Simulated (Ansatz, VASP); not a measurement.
**One calculation of Pt, two programs**

```xyz
1
Lattice="-1.5604 1.5604 1.5604 1.5604 -1.5604 1.5604 1.5604 1.5604 -1.5604" Properties=species:S:1:pos:R:3 pbc="T T T"
Pt    0.0000    0.0000    0.0000
```

Alike in both runs: task single point; functional PBEsol; k mesh 20 × 20 × 20; occupations gaussian, width 0.15 eV; no spin polarisation.

```csv
,VASP,Ansatz
version,VASP 6.6.1,Ansatz 0.2.0
potentials or method,"VASP PAW PBE potentials, release 64 (Pt), cutoff 520 eV","scalar-relativistic, plane waves, PAW"
valence electrons in the cell,10,18
```

|  | VASP | Ansatz | Ansatz less VASP |
| --- | --- | --- | --- |
| gap on the k mesh at the Fermi level (eV) | none | none | - |
| pressure (GPa) | -0.3 | 0.0 | +0.35 |

VASP's potentials were made for PBE, not for PBEsol, and Ansatz warns of the same on its side. A gap of «none» marks a metal or a gap that the smearing closes. VASP's potentials hold 10 valence electrons a cell and Ansatz's 18, so a difference there can come from the potentials and not from the codes.

Spin-orbit coupling is off throughout.
